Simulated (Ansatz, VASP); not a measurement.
# One calculation of Al2O, two programs

Contents of INCAR:

```
  PREC = Accurate
  ENCUT = 520
  EDIFF = 1E-6
  ISMEAR = 1
  SIGMA = 0.1
  LREAL = F
  LASPH = T
  NELM = 80
  ALGO = Normal
  ISIF = 2
  LWAVE = F
  LCHARG = T
  GGA = CA
  LELF = T
  LVHAR = T
  NBANDS = 13
```

KPOINTS

```
Automatic mesh
0
Gamma
  7 7 7
```

The input POSCAR:

```
Al2O
1.0
    0.0000000000      2.8457100000      2.8457100000
    2.8457100000      0.0000000000      2.8457100000
    2.8457100000      2.8457100000      0.0000000000
Al O
2 1
Direct
    0.2500000000      0.2500000000      0.2500000000
    0.7500000000      0.7500000000      0.7500000000
    0.0000000000      0.0000000000      0.0000000000
```

Input for Ansatz:

```yaml
crystal:
  lattice:
    - [0.0, 2.84571, 2.84571]
    - [2.84571, 0.0, 2.84571]
    - [2.84571, 2.84571, 0.0]
  atoms:
    - { symbol: Al, position: [0.25, 0.25, 0.25] }
    - { symbol: Al, position: [0.75, 0.75, 0.75] }
    - { symbol: O, position: [0.0, 0.0, 0.0] }
kpoints:
  mp_grid:
    grid: [7, 7, 7]
hamiltonian:
  xc: lda
  pseudopotentials:
    kind: all_electron
    lapw: {}
scf:
  occupations:
    method: cold
output:
  forces: true
  stress: true
  eigenvalues: true
```

Alike in both runs: task single point; functional LDA; k mesh 7 × 7 × 7; no spin polarisation.

|  | VASP | Ansatz |
| --- | --- | --- |
| version | VASP 6.6.1 | Ansatz 0.2.0 |
| potentials or method | VASP PAW LDA potentials, release 64 (Al, O), cutoff 520 eV | all-electron (LAPW or listed datasets) |
| occupations | methfessel-paxton of order 1, width 0.1 eV | cold |

Ansatz gave:

```
gap on the k mesh at the Fermi level (eV) : none
pressure (GPa)                            : -3.8
```

Question: Which values does VASP return?

Answer: gap on the k mesh at the Fermi level (eV): none; pressure (GPa): -3.9.

LDA's correlation is that of Perdew and Zunger in VASP and of Perdew and Wang (1992) in Ansatz. A gap of «none» marks a metal or a gap that the smearing closes. Ansatz ran all-electron here, and VASP with PAW potentials.
